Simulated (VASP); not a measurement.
CoSi2:

```xyz
3
Lattice="0.0000 2.6205 2.6205 2.6205 0.0000 2.6205 2.6205 2.6205 0.0000" Properties=species:S:1:pos:R:3 pbc="T T T"
Co    0.0000    0.0000    0.0000
Si    1.3102    1.3102    1.3102
Si    3.9307    3.9307    3.9307
```

Base run:

* Program: VASP 6.6.1
* Functional: PBEsol
* Potentials or basis: VASP PAW PBE potentials, release 64 (Co, Si)
* Cutoff: 520 eV
* k mesh: 14 × 14 × 14
* Occupations: gaussian, width 0.15 eV
* Spin: collinear spin, ferromagnetic start
* Starting moments: [2.2, 0.0, 0.0] μB
* Fixed moment: 2.2 μB

Its results: pressure 26.4 GPa; site moments Co +1.33; Si +0.18 μB.

Question: The run is repeated on the same cell with these changes: fixed moment from 2.2 μB to 0.55 μB; moments at the start from [2.2, 0.0, 0.0] to [0.55, 0.0, 0.0]. What comes out?

Answer: Pressure 9.7 GPa; site moments Co +0.34; Si +0.04 μB.

Caveats: the cell stands under pressure; the PAW data sets were made with another functional, which shifts forces and pressure a little; the total moment is fixed, so each spin has its own Fermi level.
